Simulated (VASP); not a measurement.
## Ni: single point with PBE

Ni:

```
CELL_PARAMETERS angstrom
2.41494 0.00000 0.00000
-1.20747 2.09140 0.00000
0.00000 0.00000 4.01776
ATOMIC_POSITIONS crystal
Ni 0.66667 0.33333 0.75000
Ni 0.33333 0.66667 0.25000
```

This isn't the form of Ni at room conditions, which is fcc.

```json
{
 "Program": "VASP 6.6.1",
 "Task": "single point",
 "Functional": "PBE",
 "Potentials or basis": "VASP PAW PBE potentials, release 64 (Ni_sv_GW)",
 "Cutoff": "690 eV",
 "k mesh": "12 × 12 × 7",
 "Occupations": "fermi-dirac, width 0.05 eV",
 "Spin": "collinear spin, ferromagnetic start",
 "Starting moments": "[1.0, 1.0] μB",
 "Dipole correction": "no",
 "Further INCAR settings": "ALGO = Normal; EDIFF = 1e-06; NBANDS = 29"
}
```

```json
{"Pressure": "16.5 GPa", "Net moment": "1.26 μB per cell", "Site moments": "Ni +0.66 μB", "Valence electrons inside the program's atomic spheres": "Ni 16.41"}
```

Stress tensor (GPa, compression positive):
```
17.95  0.00  0.00
 0.00 17.95  0.00
 0.00  0.00 13.48
```

Levels at points of the mesh, in eV from the Fermi level:
Spin up:
| k point | band 15 | band 16 | band 17 | band 18 | band 19 | band 20 | band 21 | band 22 | band 23 | band 24 |
| --- | --- | --- | --- | --- | --- | --- | --- | --- | --- | --- |
| (0.00, 0.00, 0.00) | -2.27 | -1.72 | -1.72 | -0.74 | -0.72 | -0.72 | 5.83 | 23.17 | 25.51 | 25.87 |
| (0.50, 0.00, 0.00) | -2.26 | -0.59 | -0.54 | -0.46 | 1.24 | 3.28 | 9.60 | 10.21 | 12.78 | 13.92 |
Spin down:
| k point | band 16 | band 17 | band 18 | band 19 | band 20 | band 21 |
| --- | --- | --- | --- | --- | --- | --- |
| (0.00, 0.00, 0.00) | -1.06 | -1.06 | -0.80 | -0.02 | -0.02 | 6.27 |
| (0.50, 0.00, 0.00) | 0.17 | 0.20 | 0.33 | 1.74 | 3.67 | 9.73 |

Wall time 71 s on 1 thread of Intel(R) Xeon(R) 6975P-C (Granite Rapids), with other jobs on the host, peak memory 0.25 GiB.

Caveat: the cell stands under pressure.
